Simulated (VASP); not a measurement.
Input of a VASP 6.6.1 run:

The input INCAR:

```
SYSTEM = Tl
PREC = Accurate ; ENCUT = 520
EDIFF = 1E-6 ; ISMEAR = -1
SIGMA = 0.05 ; LREAL = .False.
LASPH = .True. ; NELM = 100
ALGO = Normal ; ISIF = 2
LWAVE = .False. ; LCHARG = .True.
GGA = PS ; LELF = .True.
LVHAR = .True. ; NBANDS = 34
```

The input KPOINTS:

```
regular mesh
0
Gamma
  9 9 3
  0 0 0
```

The input POSCAR:

```
Tl
1.0
    3.5086375776      0.0000000000      0.0000000000
   -1.7543187888      3.0385692748      0.0000000000
    0.0000000000      0.0000000000     11.2656046300
Tl
4
Direct
    0.6666666667      0.3333333333      0.7500000000
    0.0000000000      0.0000000000      0.5000000000
    0.3333333333      0.6666666667      0.2500000000
    0.0000000000      0.0000000000      0.0000000000
```

Potentials or basis: VASP PAW PBE potentials, release 64 (Tl_d).

Command:

```console
$ cat potpaw_PBE.64/Tl_d/POTCAR > POTCAR
$ mpirun -np 1 vasp_std > vasp.out
```

Problem. Predict the pressure.

Solution. -1.8 GPa.

Problem. Estimate the band gap on the k mesh.

Solution. Zero (band 26 reaches 9.10 eV, above the bottom of band 27 at 4.97 eV).

Stress tensor (GPa, compression positive):
```
-1.77  0.00  0.00
 0.00 -1.77  0.00
 0.00  0.00 -1.86
```

Caveat: the PAW data sets were made with another functional, which shifts forces and pressure a little; spin-orbit coupling is left out, which moves the levels of the heavy elements.
